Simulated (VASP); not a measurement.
NaI, 2 atoms in the cell. Symmetry: Fm-3m, No. 225, cubic system. Conventional cell: a = 6.593 Å, b = 6.593 Å, c = 6.593 Å, α = 90.00°, β = 90.00°, γ = 90.00°. Within 4.3 Å of Na (site symmetry m-3m) lie 6 I at 3.30 Å. I (site symmetry m-3m) has 6 Na at 3.30 Å within 4.3 Å.  This cell differs from its parent crystal: volume changed by +3%.

- Program: VASP 6.6.1
- Task: single point
- Functional: PBE
- Potentials or basis: VASP PAW PBE potentials, release 64 (Na_pv, I)
- Cutoff: 500 eV
- k mesh: 6 × 6 × 6
- Occupations: gaussian, width 0.01 eV
- Spin: no spin polarisation
- Dipole correction: no
- Further INCAR settings: ALGO = Normal; EDIFF = 1e-06; NBANDS = 14

Potentials or basis: VASP PAW PBE potentials, release 64 (Na_pv, I).

Run with:

```bash
$ cat potpaw_PBE.64/Na_pv/POTCAR potpaw_PBE.64/I/POTCAR > POTCAR
$ mpirun -np 1 vasp_std > vasp.out
```

Hardware: 1 thread of Intel Xeon 8259CL, on a shared host.

Question: How long does it take, and how much memory?

Answer: Wall time 29 s on 1 thread of Intel Xeon 8259CL, with other jobs on the host, peak memory 0.2 GiB. Counts: scf iterations 12, k points 16.
